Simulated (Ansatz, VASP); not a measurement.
ZnF2 in VASP and in Ansatz

```
Zn F
1.0
     4.70480    0.00000    0.00000
     0.00000    4.70480    0.00000
     0.00000    0.00000    3.13380
Zn F
2 4
Direct
  0.00000 0.00000 0.00000
  0.50000 0.50000 0.50000
  0.30240 0.30240 0.00000
  0.19760 0.80240 0.50000
  0.69760 0.69760 0.00000
  0.80240 0.19760 0.50000
```

Alike in both runs: task relaxation of cell and atoms; functional LDA; k mesh 6 × 6 × 10; occupations fermi-dirac, width 0.05 eV; no spin polarisation.

|  | VASP | Ansatz |
| --- | --- | --- |
| version | VASP 6.6.1 | Ansatz 0.2.0 |
| potentials or method | VASP PAW LDA potentials, release 64 (Zn, F) | PAW with Ansatz's default frozen-core files, scalar-relativistic |
| plane-wave cutoff (eV) | 600 | 420 |
| valence electrons in the cell | 52 | 52 |

|  | VASP | Ansatz | Ansatz less VASP |
| --- | --- | --- | --- |
| gap on the k mesh at the Fermi level, each at its own relaxed structure (eV) | 3.39 | 3.45 | +0.065 |
| relaxed volume (Å³/atom) | 11.08 | 11.04 | -0.042 |
| relaxed length of the cell vector where the two differ most in proportion (Å) | 3.097 | 3.088 | -0.0093 |

LDA's correlation is that of Perdew and Zunger in VASP and of Perdew and Wang (1992) in Ansatz.
